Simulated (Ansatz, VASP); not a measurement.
One calculation of YCu2Sb3, two programs

Contents of INCAR:

```
PREC = Accurate ; ENCUT = 520
EDIFF = 1E-7 ; ISMEAR = 0
SIGMA = 0.1 ; LREAL = False
LASPH = True ; NELM = 60
ALGO = Normal ; ISIF = 2
LWAVE = False ; LCHARG = False
GGA = PE ; NBANDS = 33
```

File KPOINTS:

```
regular mesh
0
Gamma
  9 9 10
```

POSCAR

```
YCu2Sb3
1.0
    6.4121974669      0.0000000000      0.0000000000
   -3.2060987334      5.5531259004      0.0000000000
    0.0000000000      0.0000000000      3.9940246439
Y Cu Sb
1 2 3
Direct
    0.0000000000      0.0000000000      0.0000000000
    0.3333333333      0.6666666667      0.0000000000
    0.6666666667      0.3333333333      0.0000000000
    0.5000000000      0.0000000000      0.5000000000
    0.5000000000      0.5000000000      0.5000000000
    0.0000000000      0.5000000000      0.5000000000
```

Input for Ansatz:

```yaml
crystal:
  lattice:
    - [6.4121974669, 0.0, 0.0]
    - [-3.2060987334, 5.5531259004, 0.0]
    - [0.0, 0.0, 3.9940246439]
  atoms:
    - { symbol: "Y", position: [0.0, 0.0, 0.0] }
    - { symbol: Cu, position: [0.3333333333, 0.6666666667, 0.0] }
    - { symbol: Cu, position: [0.6666666667, 0.3333333333, 0.0] }
    - { symbol: Sb, position: [0.5, 0.0, 0.5] }
    - { symbol: Sb, position: [0.5, 0.5, 0.5] }
    - { symbol: Sb, position: [0.0, 0.5, 0.5] }
basis:
  ecutwfc: 420
kpoints:
  mp_grid: { grid: [9, 9, 10] }
  band_path:
    path:
      - [[0.0, 0.0, 0.0], [0.5, 0.0, 0.0], [0.33333333, 0.33333333, 0.0], [0.0, 0.0, 0.0], [0.0, 0.0, 0.5], [0.5, 0.0, 0.5], [0.33333333, 0.33333333, 0.5], [0.0, 0.0, 0.5]]
      - [[0.5, 0.0, 0.5], [0.5, 0.0, 0.0]]
      - [[0.33333333, 0.33333333, 0.5], [0.33333333, 0.33333333, 0.0]]
    npoints: 14
hamiltonian:
  xc: pbe
scf:
  occupations: { method: gaussian, width: 0.1 }
  n_extra_bands: 15
output:
  forces: true
  stress: true
  eigenvalues: true
  populations: true
  dos: { projected: true, de: 0.02, nscf_kmesh: { grid: [11, 11, 12] } }
  bader: true
  write_density: true
  write_potential: true
  elf: true
  volumetric_format: npy
```

Alike in both runs: task single point; functional PBE; k mesh 9 × 9 × 10; occupations gaussian, width 0.1 eV; no spin polarisation.

|  | VASP | Ansatz |
| --- | --- | --- |
| version | VASP 6.6.1 | Ansatz 0.2.0 |
| potentials or method | VASP PAW PBE potentials, release 64 (Y_sv, Cu, Sb), cutoff 520 eV | scalar-relativistic, plane waves, PAW |
| valence electrons in the cell | 48 | 94 |

```csv
,VASP,Ansatz,Ansatz less VASP
gap on the k mesh at the Fermi level (eV),none,none,-
pressure (GPa),0.0,0.0,-0.03
```

A gap of «none» marks a metal or a gap that the smearing closes. The functional is the same, so the differences come from potentials, cutoffs and numerics. VASP's potentials hold 48 valence electrons a cell and Ansatz's 94, so a difference there can come from the potentials and not from the codes.

Neither program's run includes spin-orbit coupling.
